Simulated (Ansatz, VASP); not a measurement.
## Two plane-wave programs on TiB2

```xyz
3
Lattice="2.9882 0.0000 0.0000 -1.4941 2.5879 0.0000 0.0000 0.0000 3.1600" Properties=species:S:1:pos:R:3 pbc="T T T"
Ti    0.0000    0.0000    0.0000
B     0.0000    1.7253    1.5800
B     1.4941    0.8626    1.5800
```

Alike in both runs: functional revPBE; dispersion D3(BJ); k mesh 13 × 13 × 10; occupations methfessel-paxton of order 1, width 0.05 eV; no spin polarisation.

Ansatz relaxed the structure, and its values are those at the end. VASP's run is a single point on that final structure, the one shown.

|  | VASP | Ansatz |
| --- | --- | --- |
| version | VASP 6.6.1 | Ansatz 0.2.0 |
| potentials or method | VASP PAW PBE potentials, release 64 (Ti_sv, B) | plane waves, PAW |
| plane-wave cutoff (eV) | 520 | 420 |
| valence electrons in the cell | 18 | 18 |

Ansatz gave:

```
pressure (GPa) : 0.0
```

Q: Estimate VASP's values.

A: Pressure (GPa): 0.2.

VASP's potentials were made for PBE, not for revPBE.
